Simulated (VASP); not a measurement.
Input of a VASP 6.6.1 run:

INCAR

```
ALGO = Normal ; EDIFF = 1E-7
ENCUT = 520 ; ISIF = 2
ISMEAR = 0 ; LASPH = T
LCHARG = F ; LREAL = F
LWAVE = F ; NBANDS = 15
NELM = 100 ; PREC = Accurate
SIGMA = 0.15
```

File KPOINTS:

```
k-points
0
Gamma
  18 18 18
```

Contents of POSCAR:

```
TaN
1.0
    0.0000000000      2.1742693740      2.1742693740
    2.1742693740      0.0000000000      2.1742693740
    2.1742693740      2.1742693740      0.0000000000
Ta N
1 1
Direct
    0.4965109728      0.5052335408      0.5034890272
    0.0450726121     -0.0676089181     -0.0450726121
```

Potentials or basis: VASP PAW LDA potentials, release 64 (Ta_pv, N).

Run with:

```console
$ cat potpaw_LDA.64/Ta_pv/POTCAR potpaw_LDA.64/N/POTCAR > POTCAR
$ mpirun -np 1 vasp_std > vasp.out
```

Task: Estimate the largest force.

Result: 3.520 eV/Å.

Task: Estimate the pressure.

Result: 16.2 GPa.

Task: Predict the band gap on the k mesh.

Result: Zero (bands 8 and 9 overlap by 3.11 eV).

Forces in eV/Å, atoms in the order of the input:
```
Ta  -3.485  0.000 -0.497
N    3.485  0.000  0.497
```

Caveat: the cell differs from its parent crystal (atoms displaced along several vibrational modes); the stress differs along the axes, from 2 to 42 GPa; spin-orbit coupling is left out, which moves the levels of the heavy elements; forces of over 1 eV/Å act on the atoms, so gaps and moduli don't describe the material at rest.
